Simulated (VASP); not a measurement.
# GaN (P6_3mc) in VASP: a series of runs

The runs below take GaN through single point, with r2SCAN.

Program: VASP 6.6.1. These are calculated values, not measurements. Logs are shortened: lines on timing, memory, paths and dates and some standing lists are left out, and cuts for length are marked.

**1. The cell of the first run**

It takes space group P6_3mc (No. 186, hexagonal). The conventional cell has a = 3.183 Å, b = 3.183 Å, c = 5.339 Å, α = 90.00°, β = 90.00°, γ = 120.00°. Within 2.6 Å of Ga (site symmetry 3m) lie 4 N at 1.95 to 2.01 Å. N (site symmetry 3m) has 4 Ga at 1.95 to 2.01 Å within 2.6 Å.

**2. Single point, r2SCAN (strain +0.000 along x and y, +0.030 along z)**

The input, POSCAR:

```
GaN
1.0
    3.1830984299      0.0000000000      0.0000000000
   -1.5915492150      2.7566441030      0.0000000000
    0.0000000000      0.0000000000      5.3391041298
Ga N
2 2
Direct
    0.3333333333      0.6666666667      0.9991101046
    0.6666666667      0.3333333333      0.4991101046
    0.3333333333      0.6666666667      0.3758898954
    0.6666666667      0.3333333333      0.8758898954
```

The input, INCAR.step1:

```
SYSTEM = GaN
ALGO = Normal
EDIFF = 1E-4
ENCUT = 520
GGA = PE
ISMEAR = 0
LASPH = .TRUE.
LCHARG = .FALSE.
LREAL = .FALSE.
LWAVE = .TRUE.
NBANDS = 26
NELM = 100
PREC = Accurate
SIGMA = 0.05
```

The input, INCAR.step2:

```
SYSTEM = GaN
ALGO = Normal
EDIFF = 1E-7
ENCUT = 520
ISIF = 2
ISMEAR = 0
ISTART = 1
LASPH = .TRUE.
LCHARG = .FALSE.
LMIXTAU = .TRUE.
LREAL = .FALSE.
LWAVE = .FALSE.
METAGGA = R2SCAN
NBANDS = 26
NELM = 100
PREC = Accurate
SIGMA = 0.05
```

The input, KPOINTS:

```
k-points
0
G
  12 12 6
  0 0 0
```

Potentials or basis: VASP PAW PBE potentials, release 64 (Ga_d, N).

Started as:

```bash
cat potpaw_PBE.64/Ga_d/POTCAR potpaw_PBE.64/N/POTCAR > POTCAR
cp INCAR.step1 INCAR
mpirun -np 1 vasp_std > vasp.out
cp INCAR.step2 INCAR
mpirun -np 1 vasp_std > vasp.out
```

OUTCAR:

```text
SYSTEM = GaN
   EDIFF = 1E-7
   ENCUT = 520
   ISIF = 2
   ISMEAR = 0
   ISTART = 1
   LASPH = .TRUE.
   LREAL = .FALSE.
   METAGGA = R2SCAN
   NELM = 100
   PREC = Accurate

 ion  position               nearest neighbor table
   1  0.333  0.667  0.999-   4 1.95   4 1.95   4 1.95   3 2.01
   2  0.667  0.333  0.499-   3 1.95   3 1.95   3 1.95   4 2.01
   3  0.333  0.667  0.376-   2 1.95   2 1.95   2 1.95   1 2.01
   4  0.667  0.333  0.876-   1 1.95   1 1.95   1 1.95   2 2.01

  LATTYP: Found a hexagonal cell.
 ALAT       =     3.1830984299
 C/A-ratio  =     1.6773292587

  Lattice vectors:

 A1 = (   3.1830984299,   0.0000000000,   0.0000000000)
 A2 = (  -1.5915492150,   2.7566441030,   0.0000000000)
 A3 = (   0.0000000000,   0.0000000000,   5.3391041298)

Analysis of symmetry for initial positions (statically):
=====================================================================
 Subroutine PRICEL returns:
 Original cell was already a primitive cell.

 Routine SETGRP: Setting up the symmetry group for a
 hexagonal supercell.

 Subroutine GETGRP returns: Found 12 space group operations
 (whereof  6 operations were pure point group operations)
 out of a pool of 24 trial point group operations.

The static configuration has the point symmetry C_3v.
 The point group associated with its full space group is C_6v.

Analysis of symmetry for dynamics (positions and initial velocities):
=====================================================================
 Subroutine PRICEL returns:
 Original cell was already a primitive cell.

 Routine SETGRP: Setting up the symmetry group for a
 hexagonal supercell.

 Subroutine GETGRP returns: Found 12 space group operations
 (whereof  6 operations were pure point group operations)
 out of a pool of 24 trial point group operations.

The dynamic configuration has the point symmetry C_3v.
 The point group associated with its full space group is C_6v.

 Subroutine INISYM returns: Found 12 space group operations
 (whereof  6 operations are pure point group operations),
 and found     1 'primitive' translations

----------------------------------------------------------------------------------------

                                     Primitive cell

  volume of cell :      46.8489

  direct lattice vectors                    reciprocal lattice vectors
     3.183098430  0.000000000  0.000000000     0.314159308  0.181379961  0.000000000
    -1.591549215  2.756644103  0.000000000     0.000000000  0.362759922  0.000000000
[... 86 lines left out ...]
   LASPH  =      T    aspherical Exc in radial PAW
   ENCUT  =  520.0 eV  38.22 Ry    6.18 a.u.   5.92  5.92  9.93*2*pi/ulx,y,z
   NELM   =    100;   NELMIN=  2; NELMDL=  0     # of ELM steps
   EDIFF  = 0.1E-06   stopping-criterion for ELM
   LREAL  =      F    real-space projection
   EDIFFG = 0.1E-05   stopping-criterion for IOM
   NSW    =      0    number of steps for IOM
   IBRION =     -1    ionic relax: 0-MD 1-quasi-New 2-CG
   NFREE  =      0    steps in history (QN), initial steepest desc. (CG)
   ISIF   =      2    stress and relaxation
   ISYM   =      2    0-nonsym 1-usesym 2-fastsym
   POTIM  = 0.5000    time-step for ionic-motion
   TEBEG  =    0.0;   TEEND  =   0.0 temperature during run
   PSTRESS=    0.0 pullay stress
   NELECT =      36.0000    total number of electrons
   NUPDOWN=      -1.0000    fix difference up-down
   EMIN   =  10.00;   EMAX   =-10.00  energy-range for DOS
   EFERMI =   0.00;   METHOD = LEGACY
   ISMEAR =     0;   SIGMA  =   0.05  broadening in eV -4-tet -1-fermi 0-gaus
   EFERMI_NEDOS =   21; number of points for ismear=-14 and -15
   IALGO  =     38    algorithm
   IMIX   =      4    mixing-type and parameters
     AMIX     =   0.40;   BMIX     =  1.00
     AMIX_MAG =   1.60;   BMIX_MAG =  1.00
  volume/ion in A,a.u.               =      11.71        79.04
  Fermi-wavevector in a.u.,A,eV,Ry     =   1.499487  2.833619 30.592160  2.248460
  Thomas-Fermi vector in A             =   2.611110
   LORBIT       =      0    0 simple, 1 ext, 2 COOP (PROOUT), +10 PAW based schemes
   METAGGA = R2SCAN    functional components
   LHFCALC =     F    Hartree Fock is set to
   AEXX    =    0.0000 exact exchange contribution
   IVDW    =     0    specifies the selected vdW correction
   LEPSILON=     F    determine dielectric tensor
   LRPA    =     F    only Hartree local field effects (RPA)
 non-spin polarized calculation
 Gauss-broadening in eV      SIGMA  =   0.05
  energy-cutoff  :      520.00
  volume of cell :       46.85
 maximum number of plane-waves:      1285
 NGX is ok and might be reduce to    24
   NGX = 11   NGY = 11   NGZ = 19

 number of electron      35.9999991 magnetization

 Free energy of the ion-electron system (eV)
  ---------------------------------------------------
  ext. energy  EPLUGINS =         0.00000000
  ---------------------------------------------------
  free energy    TOTEN  =       -43.77664948 eV

  energy without entropy =      -43.77664948  energy(sigma->0) =      -43.77664948

 E-fermi :   5.0485     XC(G=0): -12.4914

 val. band max:        4.8178075943   @ k =   0.0000   0.0000   0.0000
 cond. band min:       6.8631396119   @ k =   0.0000   0.0000   0.0000
 fundamental gap:      2.0453320176
 Fermi energy:         5.0485109145

 k-point     1 :       0.0000    0.0000    0.0000
  band No.  band energies     occupation
      1     -11.7831      2.00000
      2     -10.8985      2.00000
      3      -9.0272      2.00000
      4      -9.0231      2.00000
      5      -9.0231      2.00000
      6      -8.9665      2.00000
[... 685 lines left out ...]
     25      16.6968      0.00000
     26      18.3448      0.00000

 [... further k-points ...]
[... 5 lines left out ...]
  --------------------------------------------------------------------------------------
  -------------------------------------------------------------------------------------
  Total       -0.1805541     -0.1805541     -3.2662380      0.0000000      0.0000000     -0.0000000
  in kB       -6.1747431     -6.1747431   -111.7015635      0.0000000      0.0000000     -0.0000000
  external PRESSURE =     -41.3503499 kB  Pullay stress =       0.0000000 kB

 VOLUME and BASIS-vectors are now :
 -----------------------------------------------------------------------------
  energy-cutoff  :      520.00
  volume of cell :       46.85
      direct lattice vectors                 reciprocal lattice vectors
     3.183098430  0.000000000  0.000000000     0.314159308  0.181379961  0.000000000
    -1.591549215  2.756644103  0.000000000     0.000000000  0.362759922  0.000000000
     0.000000000  0.000000000  5.339104130     0.000000000  0.000000000  0.187297340

 POSITION                                       TOTAL-FORCE (eV/Angst)
 -----------------------------------------------------------------------------------
     -0.00000      1.83776      5.33435         0.000000     -0.000000      0.214220
      1.59155      0.91888      2.66480        -0.000000      0.000000      0.214220
     -0.00000      1.83776      2.00692         0.000000      0.000000     -0.214220
      1.59155      0.91888      4.67647         0.000000      0.000000     -0.214220
 -----------------------------------------------------------------------------------
    total drift:                                0.000002      0.000003     -0.018162

  FREE ENERGIE OF THE ION-ELECTRON SYSTEM (eV)
  ---------------------------------------------------
  free  energy   TOTEN  =       -43.7766494821 eV

  energy  without entropy=      -43.7766494821  energy(sigma->0) =      -43.77664948
```

OSZICAR.step1:

```text
N       E                     dE             d eps       ncg     rms          rms(c)
DAV:   1     0.279897822642E+03    0.27990E+03   -0.17602E+04  4298   0.257E+03
DAV:   2     0.743049462639E+01   -0.27247E+03   -0.25637E+03  4344   0.486E+02
DAV:   3    -0.270832412221E+02   -0.34514E+02   -0.34007E+02  4718   0.142E+02
DAV:   4    -0.282188633045E+02   -0.11356E+01   -0.11307E+01  4752   0.276E+01
DAV:   5    -0.282433285643E+02   -0.24465E-01   -0.24440E-01  4832   0.384E+00    0.108E+01
DAV:   6    -0.242237307317E+02    0.40196E+01   -0.10242E+01  6532   0.482E+01    0.308E+00
DAV:   7    -0.243174309764E+02   -0.93700E-01   -0.13737E+00  4206   0.902E+00    0.269E+00
DAV:   8    -0.243128851276E+02    0.45458E-02   -0.15921E-01  6484   0.496E+00    0.828E-01
DAV:   9    -0.242982924604E+02    0.14593E-01   -0.47543E-02  6338   0.359E+00    0.371E-01
DAV:  10    -0.242988263169E+02   -0.53386E-03   -0.50848E-03  4174   0.436E-01    0.874E-02
DAV:  11    -0.242988009985E+02    0.25318E-04   -0.32472E-04  4418   0.347E-01
   1 F= -.24298801E+02 E0= -.24298801E+02  d E =-.109436E-10
```

Run time: 2.3 min. Hardware: 1 thread of Intel Xeon 6975P-C (Granite Rapids), shared host; peak memory 0.22 GiB.

What came out:

| Quantity | Value |
| --- | --- |
| Free energy | -43.7766 eV |
| Pressure | -4.1 GPa |
| Largest force | 0.214 eV/Å |
| Band gap on the k mesh | 2.05 eV |

Forces in eV/Å, atoms in the order of the input:
```
Ga   0.000  0.000  0.214
Ga   0.000  0.000  0.214
N    0.000  0.000 -0.214
N    0.000  0.000 -0.214
```

Levels at points of the mesh, in eV from the valence-band top:
```csv
k point,band 16,band 17,band 18,band 19,band 20,band 21
"(0.00, 0.00, 0.00)",-0.14,0.00,0.00,2.05,4.86,9.53
"(0.50, 0.00, 0.00)",-2.65,-2.16,-1.06,5.65,5.88,6.22
"(0.00, 0.00, 0.50)",-0.48,-0.48,-0.48,4.63,4.63,8.83
"(0.50, 0.00, 0.50)",-2.01,-1.92,-1.92,4.68,4.68,8.13
```

Caveat: the cell differs from its parent crystal (strain +0.000 along x and y, +0.030 along z); the stress differs along the axes, from -11 to -1 GPa; the PAW data sets were made with another functional, which shifts forces and pressure a little.

**3. Single point, r2SCAN (strain +0.030 along x and y, -0.030 along z)**

The input, POSCAR:

```
GaN
1.0
    3.2785913828      0.0000000000      0.0000000000
   -1.6392956914      2.8393434261      0.0000000000
    0.0000000000      0.0000000000      5.0280883552
Ga N
2 2
Direct
    0.3333333333      0.6666666667      0.9991101046
    0.6666666667      0.3333333333      0.4991101046
    0.3333333333      0.6666666667      0.3758898954
    0.6666666667      0.3333333333      0.8758898954
```

The input, INCAR.step1:

```
SYSTEM = GaN
  ALGO = Normal
  EDIFF = 1E-4
  ENCUT = 520
  GGA = PE
  ISMEAR = 0
  LASPH = .TRUE.
  LCHARG = .FALSE.
  LREAL = .FALSE.
  LWAVE = .TRUE.
  NBANDS = 26
  NELM = 80
  PREC = Accurate
  SIGMA = 0.05
```

The input, INCAR.step2:

```
SYSTEM = GaN
  ALGO = Normal
  EDIFF = 1E-6
  ENCUT = 520
  ISIF = 2
  ISMEAR = 0
  ISTART = 1
  LASPH = .TRUE.
  LCHARG = .FALSE.
  LMIXTAU = .TRUE.
  LREAL = .FALSE.
  LWAVE = .FALSE.
  METAGGA = R2SCAN
  NBANDS = 26
  NELM = 80
  PREC = Accurate
  SIGMA = 0.05
```

KPOINTS is that of step 2.

Potentials or basis: VASP PAW PBE potentials, release 64 (Ga_d, N).

Started as:

```bash
cat potpaw_PBE.64/Ga_d/POTCAR potpaw_PBE.64/N/POTCAR > POTCAR
cp INCAR.step1 INCAR
mpirun -np 1 vasp_std > vasp.out
cp INCAR.step2 INCAR
mpirun -np 1 vasp_std > vasp.out
```

Run time: 2.2 min. Hardware: 1 thread of Intel Xeon 6975P-C (Granite Rapids), shared host; peak memory 0.22 GiB.

It converged, with:

```yaml
Free_energy: -43.6753 eV
Pressure: -3.5 GPa
Largest_force: 0.712 eV/Å
Band_gap_on_the_k_mesh: 2.11 eV
```

Forces in eV/Å, atoms in the order of the input:
```
Ga   0.000  0.000 -0.712
Ga   0.000  0.000 -0.712
N    0.000  0.000  0.712
N    0.000  0.000  0.712
```

Stress tensor (GPa, compression positive):
```
-11.20   0.00   0.00
  0.00 -11.20   0.00
  0.00   0.00  12.02
```

Levels at points of the mesh, in eV from the valence-band top:
```csv
k point,band 15,band 16,band 17,band 18,band 19,band 20,band 21,band 22
"(0.00, 0.00, 0.00)",-1.37,-0.11,-0.11,0.00,2.11,4.01,9.85,9.85
"(0.50, 0.00, 0.00)",-4.29,-3.03,-2.27,-0.96,5.02,5.90,6.81,9.13
"(0.00, 0.00, 0.50)",-0.75,-0.75,-0.75,-0.75,4.31,4.31,9.31,9.31
"(0.50, 0.00, 0.50)",-2.08,-2.08,-1.75,-1.75,4.83,4.83,8.35,8.35
```

Caveat: the cell differs from its parent crystal (strain +0.030 along x and y, -0.030 along z); the stress differs along the axes, from -11 to 12 GPa; the PAW data sets were made with another functional, which shifts forces and pressure a little.

(Continued in part 2 of 2.)
